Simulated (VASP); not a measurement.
A run of VASP 6.6.1 is set up as follows.

The input POSCAR:

```
Hf3TiN4
1.0
    3.1761793000      0.0000000000      0.0000000000
    0.0000000000      3.1761793000      0.0000000000
    0.0000000000      0.0000000000      8.9784129000
Hf Ti N
3 1 4
Direct
    0.5000000000      0.5000000000      0.2401400000
    0.0000000000      0.0000000000      0.5000000000
    0.5000000000      0.5000000000      0.7598600000
    0.0000000000      0.0000000000      0.0000000000
    0.0000000000      0.0000000000      0.2461680000
    0.5000000000      0.5000000000      0.5000000000
    0.0000000000      0.0000000000      0.7538320000
    0.5000000000      0.5000000000      0.0000000000
```

The input INCAR.step1:

```
PREC = Accurate ; ENCUT = 520
ISMEAR = 0 ; SIGMA = 0.1
LREAL = F ; LASPH = T
NELM = 60 ; NBANDS = 41
GGA = PE ; ALGO = Normal
EDIFF = 1E-4 ; LWAVE = T
LCHARG = F
```

INCAR.step2

```
PREC = Accurate ; ENCUT = 520
EDIFF = 1E-7 ; ISMEAR = 0
SIGMA = 0.1 ; LREAL = F
LASPH = T ; NELM = 60
ALGO = Normal ; ISIF = 2
LWAVE = F ; LCHARG = T
METAGGA = R2SCAN ; LMIXTAU = T
LELF = T ; LVHAR = T
NBANDS = 41 ; ISTART = 1
```

Contents of KPOINTS:

```
Automatic mesh
0
Gamma
  12 12 4
```

Potentials or basis: VASP PAW PBE potentials, release 64 (Hf_pv, Ti_sv, N).

Command:

```bash
$ cat potpaw_PBE.64/Hf_pv/POTCAR potpaw_PBE.64/Ti_sv/POTCAR potpaw_PBE.64/N/POTCAR > POTCAR
$ cp INCAR.step1 INCAR
$ mpirun -np 1 vasp_std > vasp.out
$ cp INCAR.step2 INCAR
$ mpirun -np 1 vasp_std > vasp.out
```

Q: Estimate the largest force.

A: 0.158 eV/Å.

Q: Estimate the band gap on the k mesh.

A: Zero (bands 31 and 32 overlap by 3.19 eV).

Q: Estimate the pressure.

A: -5.6 GPa.

Stress tensor (GPa, compression positive):
```
-5.72  0.00  0.00
 0.00 -5.72  0.00
 0.00  0.00 -5.51
```

Caveat: the cell stands under tension; the PAW data sets were made with another functional, which shifts forces and pressure a little; spin-orbit coupling is left out, which moves the levels of the heavy elements.
